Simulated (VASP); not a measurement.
# Li: relaxation of cell and atoms with PBE

Crystal: Li.

```xyz
8
Lattice="6.2166 0.0000 0.0000 0.0000 6.2166 0.0000 0.0000 0.0000 4.1730" Properties=species:S:1:pos:R:3 pbc="T T T"
Li    3.1086    4.6625    0.0000
Li    3.1079    1.5541    0.0000
Li    4.6625    3.1079    2.0865
Li    1.5541    3.1086    2.0865
Li    6.2169    4.6624    0.0000
Li   -0.0004    1.5542    0.0000
Li    4.6624   -0.0004    2.0865
Li    1.5542    6.2169    2.0865
```

```
Program                : VASP 6.6.1
Task                   : relaxation of cell and atoms
Functional             : PBE
Potentials or basis    : VASP PAW PBE potentials, release 64 (Li_sv)
Cutoff                 : 600 eV
k mesh                 : 6 × 6 × 10
Occupations            : gaussian, width 0.1 eV
Spin                   : no spin polarisation
Dipole correction      : no
Further INCAR settings : ALGO = Normal; EDIFF = 1e-06; IBRION = 2; EDIFFG = -0.01; NSW = 100; ISIF = 3
```

```yaml
Relaxed_volume: 19.97 Å³/atom
Relaxed_cell: a = 6.122 Å, b = 6.122 Å, c = 4.263 Å, α = 90.00°, β = 90.00°, γ = 90.00°
Space_group_after_relaxing_to_0.05_Å: I4/mmm (No. 139)
Energy_gained_by_relaxing: 0.5 meV/atom
Ionic_steps: 8
Pressure_after_relaxing: 0.0 GPa
Band_gap_on_the_k_mesh: zero (band 12 reaches 1.24 eV, above the bottom of band 13 at 0.08 eV)
```

The path:
| step | energy change (eV) | largest force (eV/Å) | pressure (GPa) | volume (Å³) |
| --- | --- | --- | --- | --- |
| 1 | 0.0000 | 0.0003 | -0.08 | 161.27 |
| 2 | -0.0003 | 0.0003 | -0.05 | 161.04 |
| 3 | -0.0009 | 0.0002 | 0.00 | 160.35 |
| 4 | -0.0015 | 0.0002 | 0.12 | 158.96 |
| 5 | -0.0018 | 0.0002 | 0.12 | 158.98 |
| 6 | -0.0027 | 0.0002 | 0.11 | 159.01 |
| 7 | -0.0035 | 0.0003 | 0.11 | 159.07 |
| 8 | -0.0038 | 0.0002 | 0.05 | 159.78 |

Final structure:
```
CELL_PARAMETERS angstrom
6.12177 0.00000 0.00000
0.00000 6.12177 0.00000
0.00000 0.00000 4.26350
ATOMIC_POSITIONS crystal
Li 0.50002 0.74999 0.00000
Li 0.49998 0.25001 0.00000
Li 0.74999 0.49998 0.50000
Li 0.25001 0.50002 0.50000
Li 0.00002 0.75001 0.00000
Li 0.99998 0.24999 0.00000
Li 0.75001 0.99998 0.50000
Li 0.24999 0.00002 0.50000
```

Levels at points of the mesh, in eV from the Fermi level:
```
           k point  band 8  band 9  band 10  band 11  band 12  band 13  band 14  band 15  band 16  band 17
(0.00, 0.00, 0.00)  -46.46   -3.56    -0.57    -0.57    -0.57    -0.57     1.49     1.49     1.69     4.71
(0.50, 0.00, 0.00)  -46.46   -2.82    -2.82     0.18     0.18     0.18     0.18     2.68     2.68     3.07
(0.50, 0.50, 0.00)  -46.46   -2.07    -2.07    -2.07    -2.07     3.46     3.46     3.46     3.46     3.65
(0.00, 0.00, 0.50)  -46.46   -2.02    -2.02    -0.01    -0.01    -0.01    -0.01     2.99     2.99     2.99
(0.50, 0.00, 0.50)  -46.46   -1.30    -1.30    -1.30    -1.30     0.98     0.98     0.98     0.98     3.23
(0.50, 0.50, 0.50)  -46.46   -0.53    -0.53    -0.53    -0.53    -0.53    -0.53    -0.53    -0.53     5.47
```

It took 8.3 min on 1 thread of Intel(R) Xeon(R) Platinum 8488C (Sapphire Rapids), on a shared host, peak memory 0.36 GiB.

Caveat: the cutoff is under 1.25 times the usual one of these potentials, so pressure, stress and relaxed cells hold a basis-set (Pulay) error.
